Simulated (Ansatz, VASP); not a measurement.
Au: VASP beside Ansatz

```
Au
1.0
     0.00000    3.18469    3.18469
     3.18469    0.00000    3.18469
     3.18469    3.18469    0.00000
Au
3
Direct
  0.00000 0.00000 0.00000
  0.75000 0.75000 0.75000
  0.25000 0.25000 0.25000
```

Alike in both runs: functional PBE; k mesh 6 × 6 × 6; occupations gaussian, width 0.1 eV; no spin polarisation.

Ansatz relaxed the structure, and its values are those at the end. VASP's run is a single point on that final structure, the one shown.

```csv
,VASP,Ansatz
version,VASP 6.6.1,Ansatz 0.2.0
potentials or method,"VASP PAW PBE potentials, release 64 (Au), cutoff 520 eV","scalar-relativistic, plane waves, PAW"
valence electrons in the cell,33,57
```

|  | VASP | Ansatz | Ansatz less VASP |
| --- | --- | --- | --- |
| gap on the k mesh at the Fermi level (eV) | none | none | - |
| pressure (GPa) | -0.2 | -0.1 | +0.16 |

A gap of «none» marks a metal or a gap that the smearing closes. VASP's potentials hold 33 valence electrons a cell and Ansatz's 57, so a difference there can come from the potentials and not from the codes.

Neither program's run includes spin-orbit coupling.
